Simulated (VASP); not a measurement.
# Co (Pm-3m) in VASP: a series of runs, part 2 of 2

VASP 6.6.1.

### Step 3. Single point, HSE06

POSCAR

```
Co
1.0
    2.2848713209      0.0000000000      0.0000000000
    0.0000000000      2.2848713209      0.0000000000
    0.0000000000      0.0000000000      2.2848713209
Co
1
Direct
    0.0000000000      0.0000000000      0.0000000000
```

INCAR.step1

```
ALGO     = Normal         # electronic algorithm
EDIFF    = 1E-5           # SCF threshold, eV
ENCUT    = 520            # plane-wave cutoff, eV
GGA      = PE             # functional
ISIF     = 2              # what is computed and relaxed
ISMEAR   = -1             # smearing method
LASPH    = True           # aspherical terms in the spheres
LREAL    = False          # projectors in reciprocal space
LWAVE    = True           # write WAVECAR
NBANDS   = 10             # bands
NELM     = 60             # most SCF steps
PREC     = Accurate       # precision mode
SIGMA    = 0.1            # smearing width, eV
```

INCAR.step2

```
ALGO     = Normal         # electronic algorithm
EDIFF    = 1E-7           # SCF threshold, eV
ENCUT    = 520            # plane-wave cutoff, eV
GGA      = PE             # functional
HFSCREEN = 0.2079         # screening, 1/A
ISIF     = 2              # what is computed and relaxed
ISMEAR   = -1             # smearing method
ISTART   = 1            
LASPH    = True           # aspherical terms in the spheres
LCHARG   = True           # write CHGCAR
LELF     = True           # ELF
LHFCALC  = True           # exact exchange
LREAL    = False          # projectors in reciprocal space
LVHAR    = True         
LWAVE    = False          # write WAVECAR
NBANDS   = 10             # bands
NELM     = 60             # most SCF steps
PREC     = Accurate       # precision mode
PRECFOCK = Normal       
SIGMA    = 0.1            # smearing width, eV
```

KPOINTS

```
k-points
0
Gamma
  7 7 7
```

Potentials or basis: VASP PAW PBE potentials, release 64 (Co).

The run is started by

```sh
> cat potpaw_PBE.64/Co/POTCAR > POTCAR
> cp INCAR.step1 INCAR
> mpirun -np 1 vasp_std > vasp.out
> cp INCAR.step2 INCAR
> mpirun -np 1 vasp_std > vasp.out
```

OUTCAR:

```text
EDIFF = 1E-7
   ENCUT = 520
   GGA = PE
   HFSCREEN = 0.2079
   ISIF = 2
   ISMEAR = -1
   ISTART = 1
   LASPH = True
   LHFCALC = True
   LREAL = False
   NELM = 60
   PREC = Accurate
   PRECFOCK = Normal

 ion  position               nearest neighbor table
   1  0.000  0.000  0.000-

  LATTYP: Found a simple cubic cell.
 ALAT       =     2.2848713209

  Lattice vectors:

 A1 = (   2.2848713209,   0.0000000000,   0.0000000000)
 A2 = (   0.0000000000,   2.2848713209,   0.0000000000)
 A3 = (   0.0000000000,   0.0000000000,   2.2848713209)

Analysis of symmetry for initial positions (statically):
=====================================================================
 Subroutine PRICEL returns:
 Original cell was already a primitive cell.

 Routine SETGRP: Setting up the symmetry group for a
 simple cubic supercell.

 Subroutine GETGRP returns: Found 48 space group operations
 (whereof 48 operations were pure point group operations)
 out of a pool of 48 trial point group operations.

The static configuration has the point symmetry O_h .

Analysis of symmetry for dynamics (positions and initial velocities):
=====================================================================
 Subroutine PRICEL returns:
 Original cell was already a primitive cell.

 Routine SETGRP: Setting up the symmetry group for a
 simple cubic supercell.

 Subroutine GETGRP returns: Found 48 space group operations
 (whereof 48 operations were pure point group operations)
 out of a pool of 48 trial point group operations.

The dynamic configuration has the point symmetry O_h .

 Subroutine INISYM returns: Found 48 space group operations
 (whereof 48 operations are pure point group operations),
 and found     1 'primitive' translations

----------------------------------------------------------------------------------------

                                     Primitive cell

  volume of cell :      11.9285

  direct lattice vectors                    reciprocal lattice vectors
     2.284871321  0.000000000  0.000000000     0.437661408  0.000000000  0.000000000
     0.000000000  2.284871321  0.000000000     0.000000000  0.437661408  0.000000000
     0.000000000  0.000000000  2.284871321     0.000000000  0.000000000  0.437661408

  length of vectors
     2.284871321  2.284871321  2.284871321     0.437661408  0.437661408  0.437661408

  position of ions in fractional coordinates (direct lattice)
     0.000000000  0.000000000  0.000000000

  ion indices of the primitive-cell ions
   primitive index   ion index
                 1           1

----------------------------------------------------------------------------------------

 KPOINTS: k-points

Automatic generation of k-mesh.
 Grid dimensions read from file:
 generate k-points for:    7    7    7

 Generating k-lattice:

[... 22 lines left out ...]
  0.142857  0.142857  0.000000     12.000000
  0.285714  0.142857  0.000000     24.000000
[... 12 lines left out ...]
  0.428571  0.428571  0.285714     24.000000
  0.428571  0.428571  0.428571      8.000000
   k-points           NKPTS =     20   k-points in BZ     NKDIM =    343   number of bands    NBANDS=     10
   number of dos      NEDOS =    301   number of ions     NIONS =      1
   total plane-waves  NPLWV =   5832
   dimension x,y,z NGX =    18 NGY =   18 NGZ =   18
   dimension x,y,z NGXF=    36 NGYF=   36 NGZF=   36
   ions per type =               1
   NGX,Y,Z   is equivalent  to a cutoff of  13.10, 13.10, 13.10 a.u.
   NGXF,Y,Z  is equivalent  to a cutoff of  26.19, 26.19, 26.19 a.u.
 SYSTEM =  unknown system
   PREC   = accura    normal or accurate (medium, high low for compatibility)
   ISTART =      1    job   : 0-new  1-cont  2-samecut
   ICHARG =      0    charge: 1-file 2-atom 10-const
   ISPIN  =      1    spin polarized calculation?
   LNONCOLLINEAR =      F non collinear calculations
   LSORBIT =      F    spin-orbit coupling
   LASPH  =      T    aspherical Exc in radial PAW
   ENCUT  =  520.0 eV  38.22 Ry    6.18 a.u.   4.25  4.25  4.25*2*pi/ulx,y,z
   NELM   =     60;   NELMIN=  2; NELMDL=  0     # of ELM steps
   EDIFF  = 0.1E-06   stopping-criterion for ELM
   LREAL  =      F    real-space projection
   EDIFFG = 0.1E-05   stopping-criterion for IOM
   NSW    =      0    number of steps for IOM
   IBRION =     -1    ionic relax: 0-MD 1-quasi-New 2-CG
   NFREE  =      0    steps in history (QN), initial steepest desc. (CG)
   ISIF   =      2    stress and relaxation
   ISYM   =      3    0-nonsym 1-usesym 2-fastsym
   POTIM  = 0.5000    time-step for ionic-motion
   TEBEG  =    0.0;   TEEND  =   0.0 temperature during run
   PSTRESS=    0.0 pullay stress
   NELECT =       9.0000    total number of electrons
   NUPDOWN=      -1.0000    fix difference up-down
   EMIN   =  10.00;   EMAX   =-10.00  energy-range for DOS
   EFERMI =   0.00;   METHOD = LEGACY
   ISMEAR =    -1;   SIGMA  =   0.10  broadening in eV -4-tet -1-fermi 0-gaus
   EFERMI_NEDOS =   21; number of points for ismear=-14 and -15
   IALGO  =     38    algorithm
   IMIX   =      1    mixing-type and parameters
     AMIX     =   0.40;   BMIX     =  1.00
     AMIX_MAG =   1.60;   BMIX_MAG =  1.00
  volume/ion in A,a.u.               =      11.93        80.50
  Fermi-wavevector in a.u.,A,eV,Ry     =   1.490369  2.816390 30.221273  2.221201
  Thomas-Fermi vector in A             =   2.603160
   LORBIT       =      0    0 simple, 1 ext, 2 COOP (PROOUT), +10 PAW based schemes
   GGA     = PE    functional components
   LHFCALC =     T    Hartree Fock is set to
   PRECFOCK=normal    Normal, Fast or Accurate (Low or Medium for compatibility)
   ENCUT4O =  -1.0   cutoff for four orbital integrals eV
   NKREDX  =     1    reduce k-point grid by
   NKREDY  =     1    reduce k-point grid by
   NKREDZ  =     1    reduce k-point grid by
   AEXX    =    0.2500 exact exchange contribution
   HFSCREEN=    0.2079 screening length (either q_TF or 0.3 A-1)
   HFSCREENC=   0.2079 screening length for correlation (either q_TF or 0.3 A-1)
   ENCUTFOCK=  -1.0 apply spherical cutoff to Coloumb kernel
   IVDW    =     0    specifies the selected vdW correction
   LEPSILON=     F    determine dielectric tensor
   LRPA    =     F    only Hartree local field effects (RPA)
 non-spin polarized calculation
  energy-cutoff  :      520.00
  volume of cell :       11.93
 maximum number of plane-waves:       341
 NGX is ok and might be reduce to    18
  NGX = 14; NGY = 14; NGZ = 14

 number of electron       9.0000005 magnetization

 Free energy of the ion-electron system (eV)
  ---------------------------------------------------
  ext. energy  EPLUGINS =         0.00000000
  ---------------------------------------------------
  free energy    TOTEN  =        -6.98176446 eV

  energy without entropy =       -6.92710818  energy(sigma->0) =       -6.95443632

 E-fermi :   8.3383     XC(G=0): -10.3789

 val. band max:        8.2723209191   @ k =   0.2857   0.2857   0.0000
 cond. band min:       8.3839849352   @ k =   0.1429   0.1429   0.1429
 fundamental gap:      0.1116640161
 Fermi energy:         8.3383440302

 k-point     1 :       0.0000    0.0000    0.0000
  band No.  band energies     occupation
      1      -0.4105      2.00000
      2       3.8506      2.00000
      3       3.8506      2.00000
      4       9.2205      0.00030
      5       9.2205      0.00030
      6       9.2205      0.00030
      7      30.3345      0.00000
      8      30.3345      0.00000
      9      30.3345      0.00000
     10      34.6372      0.00000
[... 235 lines left out ...]
 k-point    20 :       0.4286    0.4286    0.4286
  band No.  band energies     occupation
      1       4.3414      2.00000
      2       4.5942      2.00000
      3       4.5942      2.00000
      4       9.5849      0.00001
      5       9.5850      0.00001
      6      19.5406      0.00000
      7      22.7517      0.00000
      8      22.7517      0.00000
      9      23.3994      0.00000
     10      29.0453      0.00000

------------------------ aborting loop because EDIFF is reached ----------------------------------------

  FORCE on cell =-STRESS in cart. coord.  units (eV):
  Direction    XX          YY          ZZ          XY          YZ          ZX
  --------------------------------------------------------------------------------------
  -------------------------------------------------------------------------------------
  Total       -0.8861026     -0.8861026     -0.8861026     -0.0000000      0.0000000      0.0000000
  in kB     -119.0170971   -119.0170971   -119.0170971     -0.0000000      0.0000000      0.0000000
  external PRESSURE =    -119.0170971 kB  Pullay stress =       0.0000000 kB

 VOLUME and BASIS-vectors are now :
 -----------------------------------------------------------------------------
  energy-cutoff  :      520.00
  volume of cell :       11.93
      direct lattice vectors                 reciprocal lattice vectors
     2.284871321  0.000000000  0.000000000     0.437661408  0.000000000  0.000000000
     0.000000000  2.284871321  0.000000000     0.000000000  0.437661408  0.000000000
     0.000000000  0.000000000  2.284871321     0.000000000  0.000000000  0.437661408

 POSITION                                       TOTAL-FORCE (eV/Angst)
 -----------------------------------------------------------------------------------
      0.00000      0.00000      0.00000         0.000000      0.000000      0.000000
 -----------------------------------------------------------------------------------
    total drift:                                0.000051      0.000001     -0.000000

  FREE ENERGIE OF THE ION-ELECTRON SYSTEM (eV)
  ---------------------------------------------------
  free  energy   TOTEN  =        -6.9817644553 eV

  energy  without entropy=       -6.9271081774  energy(sigma->0) =       -6.95443632
```

Wall time 14 min (1 thread of Intel Xeon 8259CL, shared host); peak memory 0.23 GiB.

What came out:

| Quantity | Value |
| --- | --- |
| Free energy | -6.9818 eV |
| Pressure | -11.9 GPa |
| Band gap on the k mesh | zero (an odd number of electrons rules out a gap without spin polarisation) |

Levels at points of the mesh, in eV from the Fermi level:
| k point | band 1 | band 2 | band 3 | band 4 | band 5 | band 6 | band 7 | band 8 | band 9 |
| --- | --- | --- | --- | --- | --- | --- | --- | --- | --- |
| (0.00, 0.00, 0.00) | -8.75 | -4.49 | -4.49 | 0.88 | 0.88 | 0.88 | 22.00 | 22.00 | 22.00 |

Caveat: the k points lie up to 0.39 Å⁻¹ apart, too coarse for converged energies and pressures of a metal; the PAW data sets were made with another functional, which shifts forces and pressure a little; the run has no spin polarisation, though such a crystal can be magnetic.
